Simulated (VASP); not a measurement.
Sn4O7 (a cell with a defect), 11 atoms in the cell. The cell holds a defect, 11 atoms: a = 5.692 Å, b = 5.692 Å, c = 5.692 Å, α = 69.32°, β = 69.32°, γ = 69.32°.  This cell differs from its parent crystal: atoms taken out, atom 9 moved 0.333 of the way to it and -0.900 Å across, host rigid.

- Program: VASP 6.6.1
- Task: single point
- Functional: PBE
- Dispersion: D3(BJ)
- Potentials or basis: VASP PAW PBE potentials, release 64 (Sn_d, O)
- Cutoff: 520 eV
- k mesh: 6 × 6 × 6
- Occupations: gaussian, width 0.05 eV
- Spin: no spin polarisation
- Dipole correction: no
- Charge: 2
- Further INCAR settings: ALGO = Normal; EDIFF = 1e-07; NBANDS = 60; NELECT = 96.0

Potentials or basis: VASP PAW PBE potentials, release 64 (Sn_d, O).

Launch:

```sh
$ cat potpaw_PBE.64/Sn_d/POTCAR potpaw_PBE.64/O/POTCAR > POTCAR
$ mpirun -np 1 vasp_std > vasp.out
```

Hardware: 1 thread of Intel(R) Xeon(R) 6975P-C (Granite Rapids) (shared host).

Question: Estimate the wall time of this run.

Answer: It took 9.7 min on 1 thread of Intel(R) Xeon(R) 6975P-C (Granite Rapids), on a shared host, peak memory 0.55 GiB. Counts: scf iterations 18, k points 68.
